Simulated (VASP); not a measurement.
Set up this calculation in VASP 6.6.1, as the native input.

* Task: density of states
* Functional: PBE
* Potentials or basis: VASP PAW PBE potentials, release 64 (Cd, Se)
* Cutoff: 520 eV
* k mesh: 6 × 6 × 4
* Occupations: gaussian, width 0.01 eV
* Spin: no spin polarisation
* Dipole correction: no
* k mesh for the DOS: 9 × 9 × 6
* Occupations for the DOS: tetrahedron
* Further INCAR settings: ALGO = Normal; EDIFF = 1e-07; NBANDS = 26

The system is CdSe (Cadmoselite).

```xyz
4
Lattice="4.3000 0.0000 0.0000 -2.1500 3.7239 0.0000 0.0000 0.0000 7.0200" Properties=species:S:1:pos:R:3 pbc="T T T"
Cd    0.0000    2.4826    0.0000
Cd    2.1500    1.2413    3.5100
Se    0.0000    2.4826    2.7027
Se    2.1500    1.2413    6.2127
```

One way to write it, as run:

POSCAR

```
CdSe
1.0
    4.3000000000      0.0000000000      0.0000000000
   -2.1500000000      3.7239092400      0.0000000000
    0.0000000000      0.0000000000      7.0200000000
Cd Se
2 2
Direct
    0.3333333300      0.6666666700      0.0000000000
    0.6666666700      0.3333333300      0.5000000000
    0.3333333300      0.6666666700      0.3850000000
    0.6666666700      0.3333333300      0.8850000000
```

INCAR.step1

```
PREC     = Accurate       # precision mode
ENCUT    = 520            # plane-wave cutoff, eV
EDIFF    = 1E-7           # SCF threshold, eV
ISMEAR   = 0              # smearing method
SIGMA    = 0.01           # smearing width, eV
LREAL    = F              # projectors in reciprocal space
LASPH    = T              # aspherical terms in the spheres
NELM     = 100            # most SCF steps
ALGO     = Normal         # electronic algorithm
ISIF     = 2              # what is computed and relaxed
LWAVE    = F              # write WAVECAR
LCHARG   = T              # write CHGCAR
GGA      = PE             # functional
NBANDS   = 26             # bands
```

KPOINTS.step1

```
Automatic mesh
0
Gamma
  6 6 4
```

INCAR.step2

```
PREC     = Accurate       # precision mode
ENCUT    = 520            # plane-wave cutoff, eV
EDIFF    = 1E-7           # SCF threshold, eV
ISMEAR   = -5             # smearing method
SIGMA    = 0.01           # smearing width, eV
LREAL    = F              # projectors in reciprocal space
LASPH    = T              # aspherical terms in the spheres
NELM     = 100            # most SCF steps
ALGO     = Normal         # electronic algorithm
ISIF     = 2              # what is computed and relaxed
LWAVE    = F              # write WAVECAR
LCHARG   = F              # write CHGCAR
GGA      = PE             # functional
LORBIT   = 11             # projections on sites
NBANDS   = 26             # bands
NEDOS    = 1001           # points of the DOS
ICHARG   = 11             # starting density
```

KPOINTS.step2

```
Automatic mesh
0
Gamma
  9 9 6
```

Potentials or basis: VASP PAW PBE potentials, release 64 (Cd, Se).

Command:

```console
$ cat potpaw_PBE.64/Cd/POTCAR potpaw_PBE.64/Se/POTCAR > POTCAR
$ cp INCAR.step1 INCAR
$ cp KPOINTS.step1 KPOINTS
$ mpirun -np 1 vasp_std > vasp.out
$ cp INCAR.step2 INCAR
$ cp KPOINTS.step2 KPOINTS
$ mpirun -np 1 vasp_std > vasp.out
```

It gave:

```json
{
 "Valence electrons inside the program's atomic spheres": "Cd 10.32; Se 3.87"
}
```

It took 2 min on 1 thread of AMD EPYC 7R13 Processor (Zen 3), with other jobs on the host, peak memory 0.25 GiB.
